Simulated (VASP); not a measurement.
A run of VASP 6.6.1:

File POSCAR:

```
Li2Se
1.0
    0.0000000000      2.9883860716      2.9883860716
    2.9883860716      0.0000000000      2.9883860716
    2.9883860716      2.9883860716      0.0000000000
Li Se
2 1
Direct
    0.2500000000      0.2500000000      0.2500000000
    0.7500000000      0.7500000000      0.7500000000
    0.0000000000      0.0000000000      0.0000000000
```

INCAR.step1

```
PREC = Accurate
ENCUT = 830
ISMEAR = 0
SIGMA = 0.05
LREAL = F
LASPH = T
NELM = 120
NBANDS = 13
GGA = PE
ALGO = Normal
EDIFF = 1E-5
LWAVE = T
LCHARG = F
GGA_COMPAT = F
```

File INCAR.step2:

```
PREC = Accurate
ENCUT = 830
EDIFF = 1E-6
ISMEAR = 0
SIGMA = 0.05
LREAL = F
LASPH = T
NELM = 120
ALGO = Normal
ISIF = 2
LWAVE = F
LCHARG = F
METAGGA = R2SCAN
LMIXTAU = T
IVDW = 12
VDW_S6 = 1.0
VDW_S8 = 0.78981345
VDW_A1 = 0.49484001
VDW_A2 = 5.73083694
NBANDS = 13
ISTART = 1
GGA_COMPAT = F
```

The input KPOINTS:

```
Automatic mesh
0
Gamma
  8 8 8
```

Potentials or basis: VASP PAW PBE potentials, release 64 (Li_sv, Se).

Command:

```bash
$ cat potpaw_PBE.64/Li_sv/POTCAR potpaw_PBE.64/Se/POTCAR > POTCAR
$ cp INCAR.step1 INCAR
$ mpirun -np 1 vasp_std > vasp.out
$ cp INCAR.step2 INCAR
$ mpirun -np 1 vasp_std > vasp.out
```

Hardware: 1 thread of Intel(R) Xeon(R) Platinum 8488C (Sapphire Rapids) (shared host).

Problem. How long does it take, and how much memory?

Solution. Wall time 110 s on 1 thread of Intel(R) Xeon(R) Platinum 8488C (Sapphire Rapids), on a shared host, peak memory 0.28 GiB. Counts: k points 29.
